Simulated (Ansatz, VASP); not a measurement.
GaP in VASP and in Ansatz

```
Ga P
1.0
     0.00000    2.72554    2.87504
     2.87504    0.00000    2.87504
     2.87504    2.72554    0.00000
Ga P
1 1
Cartesian
  0.0000 0.0000 0.0000
  4.3126 4.0883 4.3126
```

Alike in both runs: task single point; functional PBE; k mesh 10 × 10 × 10; occupations gaussian, width 0.05 eV; no spin polarisation.

|  | VASP | Ansatz |
| --- | --- | --- |
| version | VASP 6.6.1 | Ansatz 0.2.0 |
| potentials or method | VASP PAW PBE potentials, release 64 (Ga_d, P), cutoff 520 eV | scalar-relativistic, plane waves, PAW |
| valence electrons in the cell | 18 | 18 |

```tsv
	VASP	Ansatz	Ansatz less VASP
gap on the k mesh at the Fermi level (eV)	0.77	0.78	+0.005
least direct gap on the mesh (eV)	0.77	0.78	+0.005
pressure (GPa)	-5.0	-5.0	+0.05
traceless stress, the component that is largest in VASP (GPa)	2.30	2.30	-0.002
```
